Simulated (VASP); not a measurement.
A run of VASP 6.6.1:

INCAR

```
ALGO = Normal
EDIFF = 1E-6
EDIFFG = -0.04
ENCUT = 600
GGA = PE
IBRION = 2
ISIF = 3
ISMEAR = 0
LASPH = T
LCHARG = F
LREAL = F
LWAVE = F
NELM = 100
NSW = 90
PREC = Accurate
SIGMA = 0.1
```

KPOINTS

```
k-points
0
Gamma
  8 8 4
```

File POSCAR:

```
B
1.0
    2.2499747500      0.0000000000      0.0000000000
    0.0000000000      2.2499747500      0.0000000000
    0.0000000000      0.0000000000      6.0844136600
B
4
Direct
    0.0000000000      0.0000000000      0.5000000000
    0.5000000000      0.5000000000      0.2261155100
    0.5000000000      0.5000000000      0.7738844900
    0.0000000000      0.0000000000      0.0000000000
```

Potentials or basis: VASP PAW PBE potentials, release 64 (B).

Run with:

```console
$ cat potpaw_PBE.64/B/POTCAR > POTCAR
$ mpirun -np 1 vasp_std > vasp.out
```

Hardware: 1 thread of Intel(R) Xeon(R) 6975P-C (Granite Rapids) (shared host).

How long does it take, and how much memory?

Wall time 27 s on 1 thread of Intel(R) Xeon(R) 6975P-C (Granite Rapids), on a shared host, peak memory 0.14 GiB. Counts: scf iterations 48, k points 45, ion steps 8.
